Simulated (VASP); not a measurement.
# Pb in VASP: notebook

Runs on Pb. Level: PBE. Tasks: single point, relaxation of cell and atoms.

Program: VASP 6.6.1. These are calculated values, not measurements. Logs are shortened: lines on timing, memory, paths and dates and some standing lists are left out, and cuts for length are marked.

### Step 1. The cell of the first run

The typed cell holds 1 atom: a = 3.255 Å, b = 3.255 Å, c = 3.261 Å, α = 90.00°, β = 90.00°, γ = 90.00°.

### Step 2. Single point, PBE

INCAR

```
SYSTEM = Pb
PREC     = Accurate       ! precision mode
ENCUT    = 520            ! plane-wave cutoff, eV
EDIFF    = 1E-7           ! SCF threshold, eV
ISMEAR   = 0              ! smearing method
SIGMA    = 0.1            ! smearing width, eV
LREAL    = .FALSE.        ! projectors in reciprocal space
LASPH    = .TRUE.         ! aspherical terms in the spheres
NELM     = 100            ! most SCF steps
ALGO     = Fast           ! electronic algorithm
ISIF     = 2              ! what is computed and relaxed
LWAVE    = .FALSE.        ! write WAVECAR
LCHARG   = .TRUE.         ! write CHGCAR
GGA      = PE             ! functional
LELF     = .TRUE.         ! ELF
LVHAR    = .TRUE.       
NBANDS   = 13             ! bands
```

KPOINTS

```
Automatic mesh
0
G
  6 6 6
  0 0 0
```

POSCAR

```
Pb
1.0
    3.2545250972      0.0000000000      0.0000000000
    0.0000000000      3.2545250972      0.0000000000
    0.0000000000      0.0000000000      3.2611896273
Pb
1
Direct
    0.0000000000      0.0000000000      0.5000000000
```

Potentials or basis: VASP PAW PBE potentials, release 64 (Pb_d).

Command:

```
cat potpaw_PBE.64/Pb_d/POTCAR > POTCAR
mpirun -np 1 vasp_std > vasp.out
```

OUTCAR:

```text
SYSTEM = Pb
   PREC = Accurate
   ENCUT = 520
   EDIFF = 1E-7
   ISMEAR = 0
   LREAL = .FALSE.
   LASPH = .TRUE.
   NELM = 100
   ISIF = 2
   GGA = PE

 ion  position               nearest neighbor table
   1  0.000  0.000  0.500-

  LATTYP: Found a simple tetragonal cell.
 ALAT       =     3.2545250972
 C/A-ratio  =     1.0020477735

  Lattice vectors:

 A1 = (   3.2545250972,   0.0000000000,   0.0000000000)
 A2 = (   0.0000000000,   3.2545250972,   0.0000000000)
 A3 = (   0.0000000000,   0.0000000000,   3.2611896273)

Analysis of symmetry for initial positions (statically):
=====================================================================
 Subroutine PRICEL returns:
 Original cell was already a primitive cell.

 Routine SETGRP: Setting up the symmetry group for a
 simple tetragonal supercell.

 Subroutine GETGRP returns: Found 16 space group operations
 (whereof 16 operations were pure point group operations)
 out of a pool of 16 trial point group operations.

The static configuration has the point symmetry D_4h.

Analysis of symmetry for dynamics (positions and initial velocities):
=====================================================================
 Subroutine PRICEL returns:
 Original cell was already a primitive cell.

 Routine SETGRP: Setting up the symmetry group for a
 simple tetragonal supercell.

 Subroutine GETGRP returns: Found 16 space group operations
 (whereof 16 operations were pure point group operations)
 out of a pool of 16 trial point group operations.

The dynamic configuration has the point symmetry D_4h.

 Subroutine INISYM returns: Found 16 space group operations
 (whereof 16 operations are pure point group operations),
 and found     1 'primitive' translations

----------------------------------------------------------------------------------------

                                     Primitive cell

  volume of cell :      34.5423

  direct lattice vectors                    reciprocal lattice vectors
     3.254525097  0.000000000  0.000000000     0.307264492  0.000000000  0.000000000
     0.000000000  3.254525097  0.000000000     0.000000000  0.307264492  0.000000000
     0.000000000  0.000000000  3.261189627     0.000000000  0.000000000  0.306636570

  length of vectors
     3.254525097  3.254525097  3.261189627     0.307264492  0.307264492  0.306636570

  position of ions in fractional coordinates (direct lattice)
     0.000000000  0.000000000  0.500000000

  ion indices of the primitive-cell ions
   primitive index   ion index
                 1           1

----------------------------------------------------------------------------------------

 KPOINTS: Automatic mesh

Automatic generation of k-mesh.
 Grid dimensions read from file:
 generate k-points for:    6    6    6

 Generating k-lattice:

  Cartesian coordinates                     Fractional coordinates (reciprocal lattice)
     0.051210749  0.000000000  0.000000000     0.166666667  0.000000000  0.000000000
     0.000000000  0.051210749  0.000000000     0.000000000  0.166666667  0.000000000
     0.000000000  0.000000000  0.051106095     0.000000000  0.000000000  0.166666667

  Length of vectors
     0.051210749  0.051210749  0.051106095

  Shift w.r.t. Gamma in fractional coordinates (k-lattice)
     0.000000000  0.000000000  0.000000000

 Subroutine IBZKPT returns following result:
 ===========================================

 Found     40 irreducible k-points:

 Following reciprocal coordinates:
            Coordinates               Weight
  0.000000  0.000000  0.000000      1.000000
  0.166667  0.000000  0.000000      4.000000
  0.333333  0.000000  0.000000      4.000000
  0.500000  0.000000  0.000000      2.000000
  0.166667  0.166667  0.000000      4.000000
  0.333333  0.166667  0.000000      8.000000
[... 16 lines left out ...]
  0.333333  0.000000  0.333333      8.000000
  0.500000  0.000000  0.333333      4.000000
 [... further k-points ...]
   k-points           NKPTS =     40   k-points in BZ     NKDIM =     40   number of bands    NBANDS=     13
   number of dos      NEDOS =    301   number of ions     NIONS =      1
   total plane-waves  NPLWV =  13824
   dimension x,y,z NGX =    24 NGY =   24 NGZ =   24
   dimension x,y,z NGXF=    48 NGYF=   48 NGZF=   48
   ions per type =               1
   NGX,Y,Z   is equivalent  to a cutoff of  12.26, 12.26, 12.23 a.u.
   NGXF,Y,Z  is equivalent  to a cutoff of  24.52, 24.52, 24.47 a.u.
 SYSTEM =  Pb
   PREC   = accura    normal or accurate (medium, high low for compatibility)
   ISTART =      0    job   : 0-new  1-cont  2-samecut
   ICHARG =      2    charge: 1-file 2-atom 10-const
   ISPIN  =      1    spin polarized calculation?
   LNONCOLLINEAR =      F non collinear calculations
   LSORBIT =      F    spin-orbit coupling
   LASPH  =      T    aspherical Exc in radial PAW
   ENCUT  =  520.0 eV  38.22 Ry    6.18 a.u.   6.05  6.05  6.06*2*pi/ulx,y,z
   NELM   =    100;   NELMIN=  2; NELMDL= -5     # of ELM steps
   EDIFF  = 0.1E-06   stopping-criterion for ELM
   LREAL  =      F    real-space projection
   EDIFFG = 0.1E-05   stopping-criterion for IOM
   NSW    =      0    number of steps for IOM
   IBRION =     -1    ionic relax: 0-MD 1-quasi-New 2-CG
   NFREE  =      0    steps in history (QN), initial steepest desc. (CG)
   ISIF   =      2    stress and relaxation
   ISYM   =      2    0-nonsym 1-usesym 2-fastsym
   POTIM  = 0.5000    time-step for ionic-motion
   TEBEG  =    0.0;   TEEND  =   0.0 temperature during run
   PSTRESS=    0.0 pullay stress
   NELECT =      14.0000    total number of electrons
   NUPDOWN=      -1.0000    fix difference up-down
   EMIN   =  10.00;   EMAX   =-10.00  energy-range for DOS
   EFERMI =   0.00;   METHOD = LEGACY
   ISMEAR =     0;   SIGMA  =   0.10  broadening in eV -4-tet -1-fermi 0-gaus
   EFERMI_NEDOS =   21; number of points for ismear=-14 and -15
   IALGO  =     68    algorithm
   IMIX   =      4    mixing-type and parameters
     AMIX     =   0.40;   BMIX     =  1.00
     AMIX_MAG =   1.60;   BMIX_MAG =  1.00
  volume/ion in A,a.u.               =      34.54       233.10
  Fermi-wavevector in a.u.,A,eV,Ry     =   1.211529  2.289457 19.970659  1.467802
  Thomas-Fermi vector in A             =   2.347041
   LORBIT       =      0    0 simple, 1 ext, 2 COOP (PROOUT), +10 PAW based schemes
   GGA     = PE    functional components
   LHFCALC =     F    Hartree Fock is set to
   AEXX    =    0.0000 exact exchange contribution
   IVDW    =     0    specifies the selected vdW correction
   LEPSILON=     F    determine dielectric tensor
   LRPA    =     F    only Hartree local field effects (RPA)
 non-spin polarized calculation
 RMM-DIIS sequential band-by-band and
 Gauss-broadening in eV      SIGMA  =   0.10
  energy-cutoff  :      520.00
  volume of cell :       34.54
 maximum number of plane-waves:       952
   NGX = 13   NGY = 13   NGZ = 13

 number of electron      14.0000002 magnetization

 Free energy of the ion-electron system (eV)
  ---------------------------------------------------
  ext. energy  EPLUGINS =         0.00000000
  ---------------------------------------------------
  free energy    TOTEN  =        -3.34210273 eV

  energy without entropy =       -3.33281426  energy(sigma->0) =       -3.33745849

 E-fermi :   5.4761     XC(G=0):  -9.4745

 val. band max:        5.4743958717   @ k =   0.3333   0.1667   0.3333
 cond. band min:       5.4862448573   @ k =   0.3333   0.3333   0.1667
 fundamental gap:      0.0118489857
 Fermi energy:         5.4761171449

 k-point     1 :       0.0000    0.0000    0.0000
  band No.  band energies     occupation
      1     -11.5183      2.00000
      2     -11.5128      2.00000
      3     -10.9781      2.00000
      4     -10.9781      2.00000
      5     -10.9778      2.00000
      6      -5.4012      2.00000
      7      10.4682      0.00000
      8      10.5235      0.00000
      9      10.5235      0.00000
     10      13.3168      0.00000
     11      14.8222      0.00000
     12      14.8575      0.00000
     13      23.5074      0.00000

 k-point     2 :       0.1667    0.0000    0.0000
  band No.  band energies     occupation
      1     -11.5072      2.00000
      2     -11.4144      2.00000
      3     -11.0147      2.00000
      4     -11.0143      2.00000
      5     -10.9750      2.00000
      6      -5.0241      2.00000
      7       7.3050      0.00000
      8      10.8956      0.00000
      9      10.9514      0.00000
     10      14.0850      0.00000
     11      15.0617      0.00000
     12      18.1684      0.00000
     13      21.6251      0.00000

 k-point     3 :       0.3333    0.0000    0.0000
  band No.  band energies     occupation
      1     -11.4930      2.00000
      2     -11.2135      2.00000
      3     -11.0869      2.00000
      4     -11.0864      2.00000
      5     -10.9690      2.00000
      6      -3.9710      2.00000
      7       3.6413      2.00000
      8      11.9533      0.00000
      9      12.0104      0.00000
     10      14.9980      0.00000
     11      15.7578      0.00000
     12      19.1688      0.00000
     13      19.2886      0.00000
[... 305 lines left out ...]
 k-point    23 :       0.3333    0.0000    0.3333
  band No.  band energies     occupation
      1     -11.3522      2.00000
      2     -11.2268      2.00000
      3     -11.0752      2.00000
      4     -11.0719      2.00000
      5     -11.0002      2.00000
      6      -2.5960      2.00000
      7       4.9927      2.00000
      8       5.0815      2.00000
      9      12.0223      0.00000
     10      13.5661      0.00000
     11      16.5637      0.00000
     12      19.3424      0.00000
     13      20.7533      0.00000

 k-point    24 :       0.5000    0.0000    0.3333
  band No.  band energies     occupation
      1     -11.3308      2.00000
      2     -11.2731      2.00000
      3     -11.1092      2.00000
      4     -11.0685      2.00000
      5     -10.9017      2.00000
      6      -1.7411      2.00000
      7       3.2182      2.00000
      8       5.8007      0.00000
      9      10.5531      0.00000
     10      14.3435      0.00000
     11      17.7401      0.00000
     12      18.0856      0.00000
     13      19.8680      0.00000

 [... further k-points ...]
[... 5 lines left out ...]
  --------------------------------------------------------------------------------------
  -------------------------------------------------------------------------------------
  Total       -0.0494926     -0.0494926     -0.0700496      0.0000000      0.0000000      0.0000000
  in kB       -2.2956182     -2.2956182     -3.2491155      0.0000000      0.0000000      0.0000000
  external PRESSURE =      -2.6134506 kB  Pullay stress =       0.0000000 kB

 VOLUME and BASIS-vectors are now :
 -----------------------------------------------------------------------------
  energy-cutoff  :      520.00
  volume of cell :       34.54
      direct lattice vectors                 reciprocal lattice vectors
     3.254525097  0.000000000  0.000000000     0.307264492  0.000000000  0.000000000
     0.000000000  3.254525097  0.000000000     0.000000000  0.307264492  0.000000000
     0.000000000  0.000000000  3.261189627     0.000000000  0.000000000  0.306636570

 POSITION                                       TOTAL-FORCE (eV/Angst)
 -----------------------------------------------------------------------------------
      0.00000      0.00000      1.63059         0.000000      0.000000      0.000000
 -----------------------------------------------------------------------------------
    total drift:                                0.000000     -0.000000      0.000000

  FREE ENERGIE OF THE ION-ELECTRON SYSTEM (eV)
  ---------------------------------------------------
  free  energy   TOTEN  =        -3.3421027279 eV

  energy  without entropy=       -3.3328142619  energy(sigma->0) =       -3.33745849
```

It took 4.8 s on 1 thread of Intel Xeon 6975P-C (Granite Rapids), shared host; peak memory 0.14 GiB.

What came out:

| Item | Value |
| --- | --- |
| Free energy | -3.3421 eV |
| Pressure | -0.3 GPa |
| Band gap on the k mesh | zero (band 7 reaches 10.47 eV, above the bottom of band 8 at 3.94 eV) |

Stress tensor (GPa, compression positive):
```
-0.23  0.00  0.00
 0.00 -0.23  0.00
 0.00  0.00 -0.32
```

Caveat: spin-orbit coupling is left out, which moves the levels of the heavy elements.

(Part 1 of 2 ends here.)
